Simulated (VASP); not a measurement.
# GaP (lda) (F-43m) in VASP: notebook, part 2 of 2

VASP 6.6.1. The steps go on from the part before.

### 3 Single point, LDA

File INCAR:

```
SYSTEM = GaP
ALGO = Normal ; EDIFF = 1E-6
ENCUT = 500 ; GGA_COMPAT = .False.
ISIF = 2 ; ISMEAR = 0
LASPH = .True. ; LCHARG = .False.
LREAL = .False. ; LWAVE = .False.
NBANDS = 16 ; NELM = 120
PREC = Accurate ; SIGMA = 0.01
```

File KPOINTS:

```
k-points
0
Gamma
  8 8 8
  0 0 0
```

File POSCAR:

```
GaP
1.0
    0.0000000000      2.6956512415      2.6956512415
    2.6956512415      0.0000000000      2.6956512415
    2.6956512415      2.6956512415      0.0000000000
Ga P
1 1
Direct
    0.0000000000      0.0000000000      0.0000000000
    0.2500000000      0.2500000000      0.2500000000
```

Potentials or basis: VASP PAW LDA potentials, release 64 (Ga_d, P).

On the command line:

```bash
cat potpaw_LDA.64/Ga_d/POTCAR potpaw_LDA.64/P/POTCAR > POTCAR
mpirun -np 1 vasp_std > vasp.out
```

OUTCAR:

```text
SYSTEM = GaP
   EDIFF = 1E-6
   ENCUT = 500
   ISIF = 2
   ISMEAR = 0
   LASPH = .True.
   LREAL = .False.
   NELM = 120
   PREC = Accurate

 ion  position               nearest neighbor table
   1  0.000  0.000  0.000-   2 2.33   2 2.33   2 2.33   2 2.33
   2  0.250  0.250  0.250-   1 2.33   1 2.33   1 2.33   1 2.33

  LATTYP: Found a face centered cubic cell.
 ALAT       =     5.3913024830

  Lattice vectors:

 A1 = (   0.0000000000,   2.6956512415,   2.6956512415)
 A2 = (   2.6956512415,   0.0000000000,   2.6956512415)
 A3 = (   2.6956512415,   2.6956512415,   0.0000000000)

Analysis of symmetry for initial positions (statically):
=====================================================================
 Subroutine PRICEL returns:
 Original cell was already a primitive cell.

 Routine SETGRP: Setting up the symmetry group for a
 face centered cubic supercell.

 Subroutine GETGRP returns: Found 24 space group operations
 (whereof 24 operations were pure point group operations)
 out of a pool of 48 trial point group operations.

The static configuration has the point symmetry T_d .

Analysis of symmetry for dynamics (positions and initial velocities):
=====================================================================
 Subroutine PRICEL returns:
 Original cell was already a primitive cell.

 Routine SETGRP: Setting up the symmetry group for a
 face centered cubic supercell.

 Subroutine GETGRP returns: Found 24 space group operations
 (whereof 24 operations were pure point group operations)
 out of a pool of 48 trial point group operations.

The dynamic configuration has the point symmetry T_d .

 Subroutine INISYM returns: Found 24 space group operations
 (whereof 24 operations are pure point group operations),
 and found     1 'primitive' translations

----------------------------------------------------------------------------------------

                                     Primitive cell

  volume of cell :      39.1761

  direct lattice vectors                    reciprocal lattice vectors
     0.000000000  2.695651241  2.695651241    -0.185483935  0.185483935  0.185483935
     2.695651241  0.000000000  2.695651241     0.185483935 -0.185483935  0.185483935
     2.695651241  2.695651241  0.000000000     0.185483935  0.185483935 -0.185483935

  length of vectors
     3.812226545  3.812226545  3.812226545     0.321267600  0.321267600  0.321267600

  position of ions in fractional coordinates (direct lattice)
     0.000000000  0.000000000  0.000000000
     0.250000000  0.250000000  0.250000000

  ion indices of the primitive-cell ions
   primitive index   ion index
                 1           1
                 2           2

----------------------------------------------------------------------------------------

 KPOINTS: k-points

Automatic generation of k-mesh.
 Grid dimensions read from file:
 generate k-points for:    8    8    8

 Generating k-lattice:

  Cartesian coordinates                     Fractional coordinates (reciprocal lattice)
    -0.023185492  0.023185492  0.023185492     0.125000000  0.000000000  0.000000000
     0.023185492 -0.023185492  0.023185492     0.000000000  0.125000000  0.000000000
     0.023185492  0.023185492 -0.023185492     0.000000000  0.000000000  0.125000000

  Length of vectors
     0.040158450  0.040158450  0.040158450

  Shift w.r.t. Gamma in fractional coordinates (k-lattice)
     0.000000000  0.000000000  0.000000000

 Subroutine IBZKPT returns following result:
 ===========================================

 Found     29 irreducible k-points:

 Following reciprocal coordinates:
            Coordinates               Weight
  0.000000  0.000000  0.000000      1.000000
  0.125000  0.000000  0.000000      8.000000
  0.250000  0.000000  0.000000      8.000000
  0.375000  0.000000  0.000000      8.000000
  0.500000  0.000000  0.000000      4.000000
  0.125000  0.125000  0.000000      6.000000
[... 16 lines left out ...]
  0.500000  0.250000  0.125000     48.000000
 -0.375000  0.250000  0.125000     24.000000
 [... further k-points ...]
   k-points           NKPTS =     29   k-points in BZ     NKDIM =     29   number of bands    NBANDS=     16
   number of dos      NEDOS =    301   number of ions     NIONS =      2
   total plane-waves  NPLWV =  21952
   dimension x,y,z NGX =    28 NGY =   28 NGZ =   28
   dimension x,y,z NGXF=    56 NGYF=   56 NGZF=   56
   ions per type =               1   1
   NGX,Y,Z   is equivalent  to a cutoff of  12.21, 12.21, 12.21 a.u.
   NGXF,Y,Z  is equivalent  to a cutoff of  24.42, 24.42, 24.42 a.u.
 SYSTEM =  GaP
   PREC   = accura    normal or accurate (medium, high low for compatibility)
   ISTART =      0    job   : 0-new  1-cont  2-samecut
   ICHARG =      2    charge: 1-file 2-atom 10-const
   ISPIN  =      1    spin polarized calculation?
   LNONCOLLINEAR =      F non collinear calculations
   LSORBIT =      F    spin-orbit coupling
   LASPH  =      T    aspherical Exc in radial PAW
   ENCUT  =  500.0 eV  36.75 Ry    6.06 a.u.   6.95  6.95  6.95*2*pi/ulx,y,z
   NELM   =    120;   NELMIN=  2; NELMDL= -5     # of ELM steps
   EDIFF  = 0.1E-05   stopping-criterion for ELM
   LREAL  =      F    real-space projection
   EDIFFG = 0.1E-04   stopping-criterion for IOM
   NSW    =      0    number of steps for IOM
   IBRION =     -1    ionic relax: 0-MD 1-quasi-New 2-CG
   NFREE  =      0    steps in history (QN), initial steepest desc. (CG)
   ISIF   =      2    stress and relaxation
   ISYM   =      2    0-nonsym 1-usesym 2-fastsym
   POTIM  = 0.5000    time-step for ionic-motion
   TEBEG  =    0.0;   TEEND  =   0.0 temperature during run
   PSTRESS=    0.0 pullay stress
   NELECT =      18.0000    total number of electrons
   NUPDOWN=      -1.0000    fix difference up-down
   EMIN   =  10.00;   EMAX   =-10.00  energy-range for DOS
   EFERMI =   0.00;   METHOD = LEGACY
   ISMEAR =     0;   SIGMA  =   0.01  broadening in eV -4-tet -1-fermi 0-gaus
   EFERMI_NEDOS =   21; number of points for ismear=-14 and -15
   IALGO  =     38    algorithm
   IMIX   =      4    mixing-type and parameters
     AMIX     =   0.40;   BMIX     =  1.00
     AMIX_MAG =   1.60;   BMIX_MAG =  1.00
  volume/ion in A,a.u.               =      19.59       132.19
  Fermi-wavevector in a.u.,A,eV,Ry     =   1.263258  2.387211 21.712450  1.595820
  Thomas-Fermi vector in A             =   2.396624
   LORBIT       =      0    0 simple, 1 ext, 2 COOP (PROOUT), +10 PAW based schemes
   GGA     = CA    functional components
   LHFCALC =     F    Hartree Fock is set to
   AEXX    =    0.0000 exact exchange contribution
   IVDW    =     0    specifies the selected vdW correction
   LEPSILON=     F    determine dielectric tensor
   LRPA    =     F    only Hartree local field effects (RPA)
 non-spin polarized calculation
 Gauss-broadening in eV      SIGMA  =   0.01
  energy-cutoff  :      500.00
  volume of cell :       39.18
 maximum number of plane-waves:      1006
   NGX = 13   NGY = 13   NGZ = 13

 number of electron      17.9999998 magnetization

 Free energy of the ion-electron system (eV)
  ---------------------------------------------------
  ext. energy  EPLUGINS =         0.00000000
  ---------------------------------------------------
  free energy    TOTEN  =       -10.45066235 eV

  energy without entropy =      -10.45066235  energy(sigma->0) =      -10.45066235

 E-fermi :   4.9422     XC(G=0): -10.3108

 val. band max:        4.8485514638   @ k =   0.0000   0.0000   0.0000
 cond. band min:       6.2781651646   @ k =   0.5000   0.5000   0.0000
 fundamental gap:      1.4296137008
 Fermi energy:         4.9422258620

 k-point     1 :       0.0000    0.0000    0.0000
  band No.  band energies     occupation
      1      -9.9174      2.00000
      2      -9.9174      2.00000
      3      -9.9174      2.00000
      4      -9.8090      2.00000
      5      -9.8090      2.00000
      6      -7.9120      2.00000
[... 8 lines left out ...]
     15      14.6926      0.00000
     16      14.6926      0.00000

 k-point     2 :       0.1250    0.0000    0.0000
  band No.  band energies     occupation
      1      -9.9319      2.00000
      2      -9.9122      2.00000
      3      -9.9122      2.00000
      4      -9.8091      2.00000
      5      -9.8091      2.00000
      6      -7.7009      2.00000
[... 8 lines left out ...]
     15      14.0101      0.00000
     16      14.4240      0.00000
[... 387 lines left out ...]
      5      -9.7992      2.00000
      6      -5.7861      2.00000
[... 8 lines left out ...]
     15      16.4117      0.00000
     16      17.7205      0.00000

 k-point    24 :      -0.3750    0.2500    0.1250
  band No.  band energies     occupation
      1     -10.0094      2.00000
      2      -9.8841      2.00000
      3      -9.8703      2.00000
      4      -9.8151      2.00000
      5      -9.8010      2.00000
      6      -5.2876      2.00000
[... 8 lines left out ...]
     15      16.8444      0.00000
     16      17.4333      0.00000

 [... further k-points ...]
[... 5 lines left out ...]
  --------------------------------------------------------------------------------------
  -------------------------------------------------------------------------------------
  Total        0.0181672      0.0181672      0.0181672     -0.0000000      0.0000000      0.0000000
  in kB        0.7429806      0.7429806      0.7429806     -0.0000000      0.0000000      0.0000000
  external PRESSURE =       0.7429806 kB  Pullay stress =       0.0000000 kB

 VOLUME and BASIS-vectors are now :
 -----------------------------------------------------------------------------
  energy-cutoff  :      500.00
  volume of cell :       39.18
      direct lattice vectors                 reciprocal lattice vectors
     0.000000000  2.695651241  2.695651241    -0.185483935  0.185483935  0.185483935
     2.695651241  0.000000000  2.695651241     0.185483935 -0.185483935  0.185483935
     2.695651241  2.695651241  0.000000000     0.185483935  0.185483935 -0.185483935

 POSITION                                       TOTAL-FORCE (eV/Angst)
 -----------------------------------------------------------------------------------
      0.00000      0.00000      0.00000        -0.000000     -0.000000      0.000000
      1.34783      1.34783      1.34783         0.000000      0.000000     -0.000000
 -----------------------------------------------------------------------------------
    total drift:                                0.000000      0.000000      0.000000

  FREE ENERGIE OF THE ION-ELECTRON SYSTEM (eV)
  ---------------------------------------------------
  free  energy   TOTEN  =       -10.4506623473 eV

  energy  without entropy=      -10.4506623473  energy(sigma->0) =      -10.45066235
```

OSZICAR:

```text
N       E                     dE             d eps       ncg     rms          rms(c)
DAV:   1     0.793491814893E+02    0.79349E+02   -0.88327E+03   952   0.160E+03
DAV:   2    -0.451592492615E+01   -0.83865E+02   -0.80042E+02  1024   0.311E+02
DAV:   3    -0.106797620941E+02   -0.61638E+01   -0.61409E+01  1168   0.647E+01
DAV:   4    -0.107830405492E+02   -0.10328E+00   -0.10325E+00  1152   0.912E+00
DAV:   5    -0.107850488943E+02   -0.20083E-02   -0.20081E-02  1200   0.111E+00    0.449E+00
DAV:   6    -0.105061168539E+02    0.27893E+00   -0.36625E-01  1416   0.106E+01    0.290E+00
DAV:   7    -0.104553791381E+02    0.50738E-01   -0.89997E-02  1224   0.211E+00    0.107E+00
DAV:   8    -0.104507010270E+02    0.46781E-02   -0.11888E-02  1128   0.120E+00    0.215E-01
DAV:   9    -0.104506585222E+02    0.42505E-04   -0.10121E-03  1344   0.402E-01    0.606E-02
DAV:  10    -0.104506563819E+02    0.21403E-05   -0.55201E-05  1432   0.914E-02    0.252E-02
DAV:  11    -0.104506626060E+02   -0.62240E-05   -0.97161E-06  1184   0.442E-02    0.872E-03
DAV:  12    -0.104506623473E+02    0.25866E-06   -0.48601E-07   784   0.772E-03
   1 F= -.10450662E+02 E0= -.10450662E+02  d E =-.257162E-42
```

stdout:

```text
POSCAR found type information on POSCAR GaP
 POSCAR found :  2 types and       2 ions
 scaLAPACK will be used
 LDA part: xc-table for (Slater(with rela. corr.)+CA(PZ))
 , standard interpolation
 POSCAR, INCAR and KPOINTS ok, starting setup
 FFT: planning ... GRIDC
 FFT: planning ... GRID_SOFT
 FFT: planning ... GRID
 WAVECAR not read
 entering main loop
```

It took 7.4 s on 1 thread of Intel Xeon 6975P-C (Granite Rapids), shared host; peak memory 0.14 GiB.

Results:

```yaml
Free_energy: -10.4507 eV
Pressure: 0.1 GPa
Band_gap_on_the_k_mesh: 1.43 eV, indirect (least direct gap 1.91 eV)
```
